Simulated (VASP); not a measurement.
# TiH5 (I4/mmm) in VASP: notebook

TiH5 is run at these levels: PBE; tasks: single point, relaxation of cell and atoms.

Program: VASP 6.6.1. These are calculated values, not measurements. Logs are shortened: lines on timing, memory, paths and dates and some standing lists are left out, and cuts for length are marked.

### 1 The cell of the first run

It takes space group I4/mmm (No. 139, tetragonal). Conventional cell: a = 3.715 Å, b = 3.715 Å, c = 4.657 Å, α = 90.00°, β = 90.00°, γ = 90.00°. Within 2.5 Å of Ti (site symmetry 4/mmm) lie 14 H at 1.86 to 2.33 Å. Within 1.6 Å of H (site symmetry -4m2) lie 2 H at 1.16 Å. Within 1.6 Å of H (site symmetry mmm) lie 2 H at 1.16 Å. Within 2.5 Å of H (site symmetry 4/mmm) lie 12 H at 1.86 to 2.19 Å and 2 Ti at 2.33 Å.

The cell was generated, and may not be a known phase.

### 2 Single point, PBE

INCAR reads:

```
SYSTEM = TiH5
PREC = Accurate ; ENCUT = 520
EDIFF = 1E-6 ; ISMEAR = 0
SIGMA = 0.1 ; LREAL = .False.
LASPH = .True. ; NELM = 80
ALGO = Normal ; ISIF = 2
LWAVE = .False. ; LCHARG = .True.
GGA = PE ; LELF = .True.
LVHAR = .True. ; NBANDS = 18
```

KPOINTS reads:

```
Automatic mesh
0
Gamma
  6 6 6
  0 0 0
```

POSCAR reads:

```
TiH5
1.0
   -1.8573317124      1.8573317124      2.3284762977
    1.8573317124     -1.8573317124      2.3284762977
    1.8573317124      1.8573317124     -2.3284762977
Ti H
1 5
Direct
    0.5000000000      0.5000000000      0.0000000000
    0.7500000000      0.2500000000      0.5000000000
    0.2500000000      0.7500000000      0.5000000000
    0.5000000000      0.0000000000      0.5000000000
    0.0000000000      0.5000000000      0.5000000000
    0.0000000000      0.0000000000      0.0000000000
```

Potentials or basis: VASP PAW PBE potentials, release 64 (Ti_sv, H).

Started as:

```sh
$ cat potpaw_PBE.64/Ti_sv/POTCAR potpaw_PBE.64/H/POTCAR > POTCAR
$ mpirun -np 1 vasp_std > vasp.out
```

OUTCAR:

```text
SYSTEM = TiH5
   PREC = Accurate
   ENCUT = 520
   EDIFF = 1E-6
   ISMEAR = 0
   LREAL = .False.
   LASPH = .True.
   NELM = 80
   ISIF = 2
   GGA = PE

 ion  position               nearest neighbor table
   1  0.500  0.500  0.000-   4 1.86   5 1.86   4 1.86   5 1.86
   2  0.750  0.250  0.500-
   3  0.250  0.750  0.500-
   4  0.500  0.000  0.500-   1 1.86   1 1.86
   5  0.000  0.500  0.500-   1 1.86   1 1.86
   6  0.000  0.000  0.000-

  LATTYP: Found a body centered tetragonal cell.
 ALAT       =     3.7146634248
 C/A-ratio  =     1.2536674425

  Lattice vectors:

 A1 = (  -1.8573317124,   1.8573317124,   2.3284762977)
 A2 = (   1.8573317124,  -1.8573317124,   2.3284762977)
 A3 = (   1.8573317124,   1.8573317124,  -2.3284762977)

Analysis of symmetry for initial positions (statically):
=====================================================================
 Subroutine PRICEL returns:
 Original cell was already a primitive cell.

 Routine SETGRP: Setting up the symmetry group for a
 body centered tetragonal supercell.

 Subroutine GETGRP returns: Found 16 space group operations
 (whereof 16 operations were pure point group operations)
 out of a pool of 16 trial point group operations.

The static configuration has the point symmetry D_4h.

Analysis of symmetry for dynamics (positions and initial velocities):
=====================================================================
 Subroutine PRICEL returns:
 Original cell was already a primitive cell.

 Routine SETGRP: Setting up the symmetry group for a
 body centered tetragonal supercell.

 Subroutine GETGRP returns: Found 16 space group operations
 (whereof 16 operations were pure point group operations)
 out of a pool of 16 trial point group operations.

The dynamic configuration has the point symmetry D_4h.

 Subroutine INISYM returns: Found 16 space group operations
 (whereof 16 operations are pure point group operations),
 and found     1 'primitive' translations

----------------------------------------------------------------------------------------

                                     Primitive cell

  volume of cell :      32.1300

  direct lattice vectors                    reciprocal lattice vectors
    -1.857331712  1.857331712  2.328476298     0.000000000  0.269203394  0.214732699
     1.857331712 -1.857331712  2.328476298     0.269203394  0.000000000  0.214732699
     1.857331712  1.857331712 -2.328476298     0.269203394  0.269203394  0.000000000

  length of vectors
     3.510151571  3.510151571  3.510151571     0.344355338  0.344355338  0.380711090

  position of ions in fractional coordinates (direct lattice)
     0.500000000  0.500000000  0.000000000
     0.750000000  0.250000000  0.500000000
     0.250000000  0.750000000  0.500000000
     0.500000000  0.000000000  0.500000000
     0.000000000  0.500000000  0.500000000
     0.000000000  0.000000000  0.000000000

  ion indices of the primitive-cell ions
   primitive index   ion index
                 1           1
                 2           2
                 3           3
                 4           4
                 5           5
                 6           6

----------------------------------------------------------------------------------------

 KPOINTS: Automatic mesh

Automatic generation of k-mesh.
 Grid dimensions read from file:
 generate k-points for:    6    6    6

 Generating k-lattice:

  Cartesian coordinates                     Fractional coordinates (reciprocal lattice)
     0.000000000  0.044867232  0.035788783     0.166666667  0.000000000  0.000000000
     0.044867232  0.000000000  0.035788783     0.000000000  0.166666667  0.000000000
     0.044867232  0.044867232  0.000000000     0.000000000  0.000000000  0.166666667

  Length of vectors
     0.057392556  0.057392556  0.063451848

  Shift w.r.t. Gamma in fractional coordinates (k-lattice)
     0.000000000  0.000000000  0.000000000

 Subroutine IBZKPT returns following result:
 ===========================================

 Found     30 irreducible k-points:

 Following reciprocal coordinates:
            Coordinates               Weight
  0.000000  0.000000  0.000000      1.000000
  0.166667 -0.000000  0.000000      8.000000
  0.333333  0.000000 -0.000000      8.000000
  0.500000 -0.000000  0.000000      4.000000
  0.166667  0.166667  0.000000      8.000000
  0.333333  0.166667  0.000000     16.000000
[... 16 lines left out ...]
 -0.333333 -0.333333  0.166667      8.000000
 -0.166667 -0.333333  0.166667      8.000000
 [... further k-points ...]
   k-points           NKPTS =     30   k-points in BZ     NKDIM =     30   number of bands    NBANDS=     18
   number of dos      NEDOS =    301   number of ions     NIONS =      6
   total plane-waves  NPLWV =  21952
   dimension x,y,z NGX =    28 NGY =   28 NGZ =   28
   dimension x,y,z NGXF=    56 NGYF=   56 NGZF=   56
   ions per type =               1   5
   NGX,Y,Z   is equivalent  to a cutoff of  13.26, 13.26, 13.26 a.u.
   NGXF,Y,Z  is equivalent  to a cutoff of  26.52, 26.52, 26.52 a.u.
 SYSTEM =  TiH5
   PREC   = accura    normal or accurate (medium, high low for compatibility)
   ISTART =      0    job   : 0-new  1-cont  2-samecut
   ICHARG =      2    charge: 1-file 2-atom 10-const
   ISPIN  =      1    spin polarized calculation?
   LNONCOLLINEAR =      F non collinear calculations
   LSORBIT =      F    spin-orbit coupling
   LASPH  =      T    aspherical Exc in radial PAW
   ENCUT  =  520.0 eV  38.22 Ry    6.18 a.u.   6.53  6.53  6.53*2*pi/ulx,y,z
   NELM   =     80;   NELMIN=  2; NELMDL= -5     # of ELM steps
   EDIFF  = 0.1E-05   stopping-criterion for ELM
   LREAL  =      F    real-space projection
   EDIFFG = 0.1E-04   stopping-criterion for IOM
   NSW    =      0    number of steps for IOM
   IBRION =     -1    ionic relax: 0-MD 1-quasi-New 2-CG
   NFREE  =      0    steps in history (QN), initial steepest desc. (CG)
   ISIF   =      2    stress and relaxation
   ISYM   =      2    0-nonsym 1-usesym 2-fastsym
   POTIM  = 0.5000    time-step for ionic-motion
   TEBEG  =    0.0;   TEEND  =   0.0 temperature during run
   PSTRESS=    0.0 pullay stress
   NELECT =      17.0000    total number of electrons
   NUPDOWN=      -1.0000    fix difference up-down
   EMIN   =  10.00;   EMAX   =-10.00  energy-range for DOS
   EFERMI =   0.00;   METHOD = LEGACY
   ISMEAR =     0;   SIGMA  =   0.10  broadening in eV -4-tet -1-fermi 0-gaus
   EFERMI_NEDOS =   21; number of points for ismear=-14 and -15
   IALGO  =     38    algorithm
   IMIX   =      4    mixing-type and parameters
     AMIX     =   0.40;   BMIX     =  1.00
     AMIX_MAG =   1.60;   BMIX_MAG =  1.00
  volume/ion in A,a.u.               =       5.36        36.14
  Fermi-wavevector in a.u.,A,eV,Ry     =   1.324100  2.502187 23.854300  1.753242
  Thomas-Fermi vector in A             =   2.453660
   LORBIT       =      0    0 simple, 1 ext, 2 COOP (PROOUT), +10 PAW based schemes
   GGA     = PE    functional components
   LHFCALC =     F    Hartree Fock is set to
   AEXX    =    0.0000 exact exchange contribution
   IVDW    =     0    specifies the selected vdW correction
   LEPSILON=     F    determine dielectric tensor
   LRPA    =     F    only Hartree local field effects (RPA)
 non-spin polarized calculation
 Gauss-broadening in eV      SIGMA  =   0.10
  energy-cutoff  :      520.00
  volume of cell :       32.13
 maximum number of plane-waves:       878
 NGX is ok and might be reduce to    28
   NGX = 13   NGY = 13   NGZ = 13

 number of electron      17.0000004 magnetization

 Free energy of the ion-electron system (eV)
  ---------------------------------------------------
  ext. energy  EPLUGINS =         0.00000000
  ---------------------------------------------------
  free energy    TOTEN  =       -21.80947523 eV

  energy without entropy =      -21.80669909  energy(sigma->0) =      -21.80808716

 E-fermi :   6.3938     XC(G=0): -11.0878

 val. band max:        6.2714894335   @ k =   0.3333   0.1667   0.0000
 cond. band min:       6.5419351795   @ k =   0.0000   0.0000   0.0000
 fundamental gap:      0.2704457459
 Fermi energy:         6.3937740698

 k-point     1 :       0.0000    0.0000    0.0000
  band No.  band energies     occupation
      1     -51.2431      2.00000
      2     -27.5889      2.00000
      3     -27.5889      2.00000
      4     -27.3029      2.00000
      5      -7.0056      2.00000
      6       1.1208      2.00000
[... 10 lines left out ...]
     17      18.8026      0.00000
     18      19.3601      0.00000

 k-point     2 :       0.1667   -0.0000    0.0000
  band No.  band energies     occupation
      1     -51.2402      2.00000
      2     -27.6124      2.00000
      3     -27.5943      2.00000
      4     -27.3144      2.00000
      5      -6.5399      2.00000
      6       0.1336      2.00000
[... 10 lines left out ...]
     17      17.2875      0.00000
     18      17.6195      0.00000

 k-point     3 :       0.3333    0.0000   -0.0000
  band No.  band energies     occupation
      1     -51.2346      2.00000
      2     -27.6617      2.00000
      3     -27.6050      2.00000
      4     -27.3341      2.00000
      5      -5.2718      2.00000
      6      -1.6358      2.00000
[... 10 lines left out ...]
     17      16.5946      0.00000
     18      19.1818      0.00000

 k-point     4 :       0.5000   -0.0000    0.0000
  band No.  band energies     occupation
      1     -51.2318      2.00000
      2     -27.6872      2.00000
      3     -27.6104      2.00000
      4     -27.3427      2.00000
      5      -3.7537      2.00000
      6      -3.2654      2.00000
[... 375 lines left out ...]
      4     -27.3587      2.00000
      5      -3.6821      2.00000
      6      -3.1485      2.00000
[... 10 lines left out ...]
     17      17.5752      0.00000
     18      18.5645      0.00000

 k-point    23 :      -0.3333   -0.3333    0.1667
  band No.  band energies     occupation
      1     -51.2302      2.00000
      2     -27.6437      2.00000
      3     -27.6357      2.00000
      4     -27.3682      2.00000
      5      -3.6170      2.00000
      6      -3.3268      2.00000
[... 10 lines left out ...]
     17      17.1949      0.00000
     18      22.0075      0.00000

 k-point    24 :      -0.1667   -0.3333    0.1667
  band No.  band energies     occupation
      1     -51.2340      2.00000
      2     -27.6323      2.00000
      3     -27.6126      2.00000
      4     -27.3524      2.00000
      5      -5.0625      2.00000
      6      -2.4674      2.00000
[... 10 lines left out ...]
     17      17.4284      0.00000
     18      18.9879      0.00000

 [... further k-points ...]

------------------------ aborting loop because EDIFF is reached ----------------------------------------

  FORCE on cell =-STRESS in cart. coord.  units (eV):
  Direction    XX          YY          ZZ          XY          YZ          ZX
  --------------------------------------------------------------------------------------
  -------------------------------------------------------------------------------------
  Total       -0.0241982     -0.0241982     -0.0658884      0.0000000      0.0000000      0.0000000
  in kB       -1.2066559     -1.2066559     -3.2855572      0.0000000      0.0000000      0.0000000
  external PRESSURE =      -1.8996230 kB  Pullay stress =       0.0000000 kB

 VOLUME and BASIS-vectors are now :
 -----------------------------------------------------------------------------
  energy-cutoff  :      520.00
  volume of cell :       32.13
      direct lattice vectors                 reciprocal lattice vectors
    -1.857331712  1.857331712  2.328476298     0.000000000  0.269203394  0.214732699
     1.857331712 -1.857331712  2.328476298     0.269203394  0.000000000  0.214732699
     1.857331712  1.857331712 -2.328476298     0.269203394  0.269203394  0.000000000

 POSITION                                       TOTAL-FORCE (eV/Angst)
 -----------------------------------------------------------------------------------
      0.00000      0.00000      2.32848         0.000000      0.000000     -0.000000
     -0.00000      1.85733      1.16424        -0.000000      0.000000      0.000000
      1.85733     -0.00000      1.16424        -0.000000     -0.000000     -0.000000
      0.00000      1.85733      0.00000         0.000000      0.000000     -0.000000
      1.85733      0.00000      0.00000         0.000000      0.000000     -0.000000
      0.00000      0.00000      0.00000         0.000000      0.000000     -0.000000
 -----------------------------------------------------------------------------------
    total drift:                                0.000000     -0.000000      0.000000

  FREE ENERGIE OF THE ION-ELECTRON SYSTEM (eV)
  ---------------------------------------------------
  free  energy   TOTEN  =       -21.8094752290 eV

  energy  without entropy=      -21.8066990877  energy(sigma->0) =      -21.80808716
```

It took 30 s on 1 thread of Intel Xeon Platinum 8375C at 2.90GHz (Ice Lake), shared host; peak memory 0.16 GiB.

What came out:

```
Free energy            : -21.8095 eV
Pressure               : -0.2 GPa
Band gap on the k mesh : zero (an odd number of electrons rules out a gap without spin polarisation)
```

Levels at points of the mesh, in eV from the Fermi level:
```tsv
k point	band 4	band 5	band 6	band 7	band 8	band 9	band 10	band 11	band 12	band 13
(0.00, 0.00, 0.00)	-33.70	-13.40	-5.27	-2.45	-1.16	-0.62	-0.62	0.15	2.53	5.77
(0.50, 0.00, 0.00)	-33.74	-10.15	-9.66	-1.76	-1.57	-1.06	0.55	1.20	1.96	3.75
(0.50, 0.50, 0.00)	-33.74	-10.41	-5.96	-5.78	-3.87	0.35	0.78	1.39	2.25	3.97
(0.50, 0.50, 0.50)	-33.80	-10.40	-8.16	-5.99	0.33	1.02	1.27	1.27	2.49	2.49
```

Caveat: the k points lie up to 0.36 Å⁻¹ apart, too coarse for converged energies and pressures of a metal; an odd number of electrons without spin polarisation forces a metal; a magnetic or distorted state may lie lower.

### 3 Single point, PBE

This run uses another cell than the first one, of 7.93 Å³/atom.

INCAR reads:

```
SYSTEM = TiH5
PREC = Accurate
ENCUT = 520
EDIFF = 1E-7
ISMEAR = 0
SIGMA = 0.1
LREAL = .FALSE.
LASPH = .TRUE.
NELM = 80
ALGO = Normal
ISIF = 2
LWAVE = .FALSE.
LCHARG = .FALSE.
GGA = PE
NBANDS = 18
```

KPOINTS reads:

```
regular mesh
0
G
  6 6 6
  0 0 0
```

POSCAR, as its differences from that of step 2:

```diff
@@ -2,5 +2,5 @@
 1.0
-   -1.8573317124      1.8573317124      2.3284762977
-    1.8573317124     -1.8573317124      2.3284762977
-    1.8573317124      1.8573317124     -2.3284762977
+   -2.1362845400      2.1362845400      2.6071835000
+    2.1362845400     -2.1362845400      2.6071835000
+    2.1362845400      2.1362845400     -2.6071835000
 Ti H
```

Potentials or basis: VASP PAW PBE potentials, release 64 (Ti_sv, H).

Started as:

```sh
$ cat potpaw_PBE.64/Ti_sv/POTCAR potpaw_PBE.64/H/POTCAR > POTCAR
$ mpirun -np 1 vasp_std > vasp.out
```

Wall time 42 s (1 thread of Intel Xeon Platinum 8375C at 2.90GHz (Ice Lake), shared host); peak memory 0.18 GiB.

Results (log left out):

| Item | Value |
| --- | --- |
| Free energy | -20.5746 eV |
| Pressure | -19.3 GPa |
| Band gap on the k mesh | zero (an odd number of electrons rules out a gap without spin polarisation) |

Stress tensor (GPa, compression positive):
```
-17.40   0.00   0.00
  0.00 -17.40   0.00
  0.00   0.00 -23.23
```

Levels at points of the mesh, in eV from the Fermi level:
```
           k point  band 5  band 6  band 7  band 8  band 9  band 10  band 11  band 12
(0.00, 0.00, 0.00)  -10.36   -3.89   -2.04   -1.02   -0.30    -0.30     0.04     1.71
(0.50, 0.00, 0.00)   -7.86   -7.64   -1.33   -0.88   -0.55     0.23     0.65     1.03
(0.50, 0.50, 0.00)   -8.45   -4.11   -4.05   -3.25    0.09     0.33     0.76     1.13
(0.50, 0.50, 0.50)   -8.10   -5.91   -4.54   -0.38    0.53     0.68     0.68     2.10
```

Caveat: the stress differs along the axes, from -23 to -17 GPa; an odd number of electrons without spin polarisation forces a metal; a magnetic or distorted state may lie lower.

(Part 1 of 2 ends here.)

The gap in the log of VASP goes by the Fermi energy; the results here count the filled bands.